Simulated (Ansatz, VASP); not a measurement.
# Two plane-wave programs on AgB2

```
CELL_PARAMETERS angstrom
3.02118 0.00000 0.00000
-1.51059 2.61642 0.00000
0.00000 0.00000 4.06266
ATOMIC_POSITIONS crystal
Ag 0.00000 0.00000 0.00000
B 0.33333 0.66667 0.50000
B 0.66667 0.33333 0.50000
```

Alike in both runs: task electric field gradients; functional PBE; k mesh 14 × 14 × 11; occupations fermi-dirac, width 0.05 eV; no spin polarisation.

|  | VASP | Ansatz |
| --- | --- | --- |
| version | VASP 6.6.1 | Ansatz 0.2.0 |
| potentials or method | VASP PAW PBE potentials, release 64 (Ag, B) | PAW with Ansatz's default frozen-core files, scalar-relativistic |
| plane-wave cutoff (eV) | 520 | 420 |
| valence electrons in the cell | 17 | 25 |

|  | VASP | Ansatz | Ansatz less VASP |
| --- | --- | --- | --- |
| pressure (GPa) | -0.1 | 0.0 | +0.10 |
| size of Vzz on the site where it differs most (V/Å²) | 26.0 | 33.4 | +7.39 |

VASP's potentials hold 17 valence electrons a cell and Ansatz's 25, so a difference there can come from the potentials and not from the codes.
